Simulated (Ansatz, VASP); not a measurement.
# Two plane-wave programs on MgAgH3

INCAR

```
  ALGO = Normal
  EDIFF = 1E-6
  ENCUT = 600
  GGA = PS
  GGA_COMPAT = F
  ISIF = 2
  ISMEAR = 0
  LASPH = T
  LCHARG = F
  LREAL = F
  LWAVE = F
  NBANDS = 16
  NELM = 120
  PREC = Accurate
  SIGMA = 0.05
```

File KPOINTS:

```
k-points
0
Gamma
  4 4 4
```

POSCAR

```
MgAgH3
1.0
    4.0311822902      0.0000000000      0.0000000000
    0.0000000000      4.0311822902      0.0000000000
    0.0000000000      0.0000000000      4.0311822902
Ag Mg H
1 1 3
Direct
    0.0000000000      0.0000000000      0.0000000000
    0.5000000000      0.5000000000      0.5000000000
    0.5000000000      0.5000000000      0.0000000000
    0.5000000000      0.0000000000      0.5000000000
    0.0000000000      0.5000000000      0.5000000000
```

Input for Ansatz:

```yaml
crystal:
  lattice:
    - [4.0311822902, 0.0, 0.0]
    - [0.0, 4.0311822902, 0.0]
    - [0.0, 0.0, 4.0311822902]
  atoms:
    - { symbol: Ag, position: [0.0, 0.0, 0.0] }
    - { symbol: Mg, position: [0.5, 0.5, 0.5] }
    - { symbol: H, position: [0.5, 0.5, 0.0] }
    - { symbol: H, position: [0.5, 0.0, 0.5] }
    - { symbol: H, position: [0.0, 0.5, 0.5] }
basis:
  ecutwfc: 420
kpoints:
  mp_grid: { grid: [4, 4, 4] }
hamiltonian:
  xc: pbesol
scf:
  occupations: { method: gaussian, width: 0.05 }
output:
  forces: true
  stress: true
  eigenvalues: true
```

Alike in both runs: task single point; functional PBEsol; k mesh 4 × 4 × 4; occupations gaussian, width 0.05 eV; no spin polarisation.

|  | VASP | Ansatz |
| --- | --- | --- |
| version | VASP 6.6.1 | Ansatz 0.2.0 |
| potentials or method | VASP PAW PBE potentials, release 64 (Ag, Mg, H), cutoff 600 eV | scalar-relativistic, plane waves, PAW |
| valence electrons in the cell | 16 | 32 |

|  | VASP | Ansatz | Ansatz less VASP |
| --- | --- | --- | --- |
| gap on the k mesh at the Fermi level (eV) | 0.28 | 0.28 | 0.000 |
| least direct gap on the mesh (eV) | 1.73 | 1.72 | -0.002 |
| pressure (GPa) | -8.2 | -8.1 | +0.12 |

VASP's potentials were made for PBE, not for PBEsol. VASP's potentials hold 16 valence electrons a cell and Ansatz's 32, so a difference there can come from the potentials and not from the codes.
